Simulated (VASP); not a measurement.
Input of a VASP 6.6.1 run:

Contents of INCAR:

```
PREC = Accurate
ENCUT = 520
EDIFF = 1E-6
ISMEAR = -1
SIGMA = 0.1
LREAL = False
LASPH = True
NELM = 80
ALGO = Normal
ISIF = 2
LWAVE = False
LCHARG = True
GGA = PE
IVDW = 13
LELF = True
LVHAR = True
NBANDS = 15
```

KPOINTS

```
Automatic mesh
0
Gamma
  9 9 9
```

File POSCAR:

```
TiC
1.0
    3.0444271470      0.0000000000      0.0000000000
    1.5222135735      2.6365512492      0.0000000000
    1.5222135735      0.8788504164      2.4857643564
Ti C
1 1
Direct
    0.0000000000      0.0000000000      0.0000000000
    0.5000000000      0.5000000000      0.5000000000
```

Potentials or basis: VASP PAW PBE potentials, release 64 (Ti_sv, C).

The run is started by

```sh
$ cat potpaw_PBE.64/Ti_sv/POTCAR potpaw_PBE.64/C/POTCAR > POTCAR
$ mpirun -np 1 vasp_std > vasp.out
```

(1) What does it give for the pressure?

(2) Estimate the band gap on the k mesh.

Results:

(1) 0.2 GPa.

(2) zero (band 8 reaches 10.33 eV, above the bottom of band 9 at 9.25 eV).

Caveat: pairwise dispersion overbinds metals, which lowers pressure and volume.
